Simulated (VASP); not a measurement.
The system is Li3S2.

```
Li S
1.0
     4.16506    0.02105   -0.06022
    -2.06430    3.51526   -0.02095
    -0.08110   -0.07940    5.52617
Li S
3 2
Direct
  0.03327 0.03897 0.96242
  0.33407 0.68628 0.68507
  0.67032 0.31889 0.33407
  0.31579 0.64223 0.24793
  0.64655 0.31362 0.77052
```

* Program: VASP 6.6.1
* Task: relaxation of cell and atoms
* Functional: PBE
* Potentials or basis: VASP PAW PBE potentials, release 64 (Li_sv, S)
* Cutoff: 600 eV
* k mesh: 6 × 6 × 4
* Occupations: gaussian, width 0.1 eV
* Spin: no spin polarisation

At the start: pressure -0.0 GPa; volume 16.22 Å³/atom.

Where does the relaxation end?

Over 25 steps the energy falls by 79.6 meV/atom and the volume is 15.62 Å³/atom (-3.7 %); space group P1 (No. 1, to 0.05 Å).

The path:
```csv
step,energy change (eV),largest force (eV/Å),pressure (GPa),volume (Å³)
1,0.0000,0.7205,-0.02,81.12
2,-0.0533,0.4308,-0.30,81.09
3,-0.0976,0.2724,-0.49,81.00
4,-0.1190,0.2298,-0.18,80.15
5,-0.1502,0.2497,1.05,77.57
6,-0.1663,0.2822,0.86,77.81
7,-0.1894,0.3516,0.47,78.43
8,-0.2077,0.2665,0.09,79.14
9,-0.2285,0.2234,-0.59,80.78
10,-0.2299,0.2363,-0.76,81.24
11,-0.2518,0.2234,-0.33,80.54
12,-0.2758,0.2964,0.80,78.84
13,-0.2958,0.2809,0.51,79.37
14,-0.3240,0.2542,-0.31,80.87
15,-0.3503,0.2012,-0.40,80.60
16,-0.3661,0.1889,-0.44,80.17
17,-0.3845,0.1421,0.08,78.67
18,-0.3877,0.1358,0.44,77.74
19,-0.3944,0.0707,-0.21,78.61
20,-0.3944,0.0701,-0.24,78.66
21,-0.3970,0.0421,0.01,78.16
22,-0.3971,0.0365,0.07,78.04
23,-0.3977,0.0184,0.00,78.15
24,-0.3978,0.0172,-0.03,78.21
25,-0.3980,0.0149,0.03,78.12
```

Final structure:
```xyz
5
Lattice="4.3155 0.2039 -0.5622 -1.9584 3.3700 0.3449 -0.8258 0.0723 5.3382" Properties=species:S:1:pos:R:3 pbc="T T T"
Li    2.3376    3.5584   -0.2002
Li   -0.6683    2.6244    3.7546
Li    2.2068    1.0269    1.3688
S    -0.0637    1.9676    1.3647
S     1.6072    1.6890    3.7365
```

Caveat: the cutoff is under 1.25 times the usual one of these potentials, so pressure, stress and relaxed cells hold a basis-set (Pulay) error.
